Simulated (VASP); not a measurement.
Mg2Si:

```
Si Mg
1.0
     0.00000    3.16896    3.16896
     3.16896    0.00000    3.16896
     3.16896    3.16896    0.00000
Si Mg
1 2
Direct
  0.00000 0.00000 0.00000
  0.25000 0.25000 0.25000
  0.75000 0.75000 0.75000
```

Base run:

* Program: VASP 6.6.1
* Functional: HSE06
* Potentials or basis: VASP PAW PBE potentials, release 64 (Si, Mg)
* Cutoff: 520 eV
* k mesh: 6 × 6 × 6
* Occupations: gaussian, width 0.01 eV
* Spin: no spin polarisation

Its results: band gap on the k mesh 0.56 eV (least direct gap 2.52 eV); pressure -0.2 GPa.

Problem. The run is repeated on the same cell with these changes: functional from HSE06 to r2SCAN; cutoff from 520 eV to 660 eV; k mesh from 6 × 6 × 6 to 8 × 8 × 8. What comes out?

Solution. Band gap on the k mesh 0.45 eV (least direct gap 2.48 eV); pressure -0.3 GPa.

Several settings changed at once.

Caveats: the PAW data sets were made with another functional, which shifts forces and pressure a little.

A k mesh can miss the band edges.
